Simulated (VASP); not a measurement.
# C: single point with PBE-based screened hybrid

The system is C.

```
C
1.0
     4.28796    0.00000    0.00000
     0.00000    4.28796    0.00000
     0.00000    0.00000    1.27039
C
1
Direct
  0.50000 0.50000 0.50000
```

| Item | Value |
| --- | --- |
| Program | VASP 6.6.1 |
| Task | single point |
| Functional | PBE-based screened hybrid |
| Potentials or basis | VASP PAW PBE potentials, release 64 (C) |
| Cutoff | 520 eV |
| k mesh | 3 × 3 × 10 |
| Occupations | fermi-dirac, width 0.05 eV |
| Spin | no spin polarisation |
| Dipole correction | no |
| Grid for exact exchange (PRECFOCK) | Normal |
| Share of exact exchange | 0.25 |
| Further INCAR settings | ALGO = Normal; EDIFF = 1e-06; NBANDS = 8 |
| Screening parameter | 0.3 1/Å |

The pressure is 0.0 GPa and the band gap on the k mesh is zero (band 2 reaches 8.18 eV, above the bottom of band 3 at -8.25 eV).

Levels at points of the mesh, in eV from the Fermi level:
| k point | band 1 | band 2 | band 3 | band 4 | band 5 | band 6 |
| --- | --- | --- | --- | --- | --- | --- |
| (0.00, 0.00, 0.00) | -17.55 | -5.21 | -5.21 | 4.93 | 9.32 | 13.91 |
| (0.00, 0.00, 0.50) | -9.49 | 10.89 | 13.89 | 13.89 | 25.65 | 25.65 |

It took 39 s on 1 thread of Intel(R) Xeon(R) Platinum 8375C CPU @ 2.90GHz (Ice Lake), with other jobs on the host, peak memory 0.22 GiB.

Caveat: the k points lie up to 0.49 Å⁻¹ apart; the PAW data sets were made with another functional, which shifts forces and pressure a little.
